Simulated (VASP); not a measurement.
A run of VASP 6.6.1 is set up as follows.

The input INCAR:

```
SYSTEM = Al
PREC     = Accurate       ! precision mode
ENCUT    = 520            ! plane-wave cutoff, eV
EDIFF    = 1E-6           ! SCF threshold, eV
ISMEAR   = 0              ! smearing method
SIGMA    = 0.15           ! smearing width, eV
LREAL    = .FALSE.        ! projectors in reciprocal space
LASPH    = .TRUE.         ! aspherical terms in the spheres
NELM     = 80             ! most SCF steps
ALGO     = Normal         ! electronic algorithm
ISIF     = 2              ! what is computed and relaxed
LWAVE    = .FALSE.        ! write WAVECAR
LCHARG   = .FALSE.        ! write CHGCAR
GGA      = PS             ! functional
NBANDS   = 32             ! bands
```

File KPOINTS:

```
regular mesh
0
G
  3 3 1
  0 0 0
```

File POSCAR:

```
Al
1.0
    5.7275650000      0.0000000000      0.0000000000
    2.8637820000      4.9602170000      0.0000000000
    0.0000000000      0.0000000000     17.6765370000
Al
13
Direct
    0.1666666208      0.1666667003      0.0565721668
    0.6666667081      0.1666667003      0.0565721668
    0.1666666712      0.6666665995      0.0565721668
    0.6666667585      0.6666665995      0.0565721668
   -0.1670938593      0.3343218654      0.1883380778
    0.3306809822      0.3382841920      0.1879521424
   -0.1687202161      0.8380107161      0.1882740381
    0.3303927906      0.8382669549      0.1883263107
    0.0055292858     -0.0111106026      0.3246017022
    0.4910170975      0.0180131232      0.3285246426
   -0.0141742065      0.5008065171      0.3165848039
    0.5130235237      0.5010794891      0.3166892361
    0.2119188191      0.5715072546      0.4381498480
```

Potentials or basis: VASP PAW PBE potentials, release 64 (Al).

The run is started by

```console
$ cat potpaw_PBE.64/Al/POTCAR > POTCAR
$ mpirun -np 1 vasp_std > vasp.out
```

(1) Estimate the band gap on the k mesh.

(2) Estimate the largest force.

## Answers

(1) zero (an odd number of electrons rules out a gap without spin polarisation).

(2) 0.153 eV/Å.

Caveat: the k points lie up to 0.42 Å⁻¹ apart, too coarse for converged energies and pressures of a metal; there is no dipole correction, which matters where the two faces differ; the PAW data sets were made with another functional, which shifts forces and pressure a little.
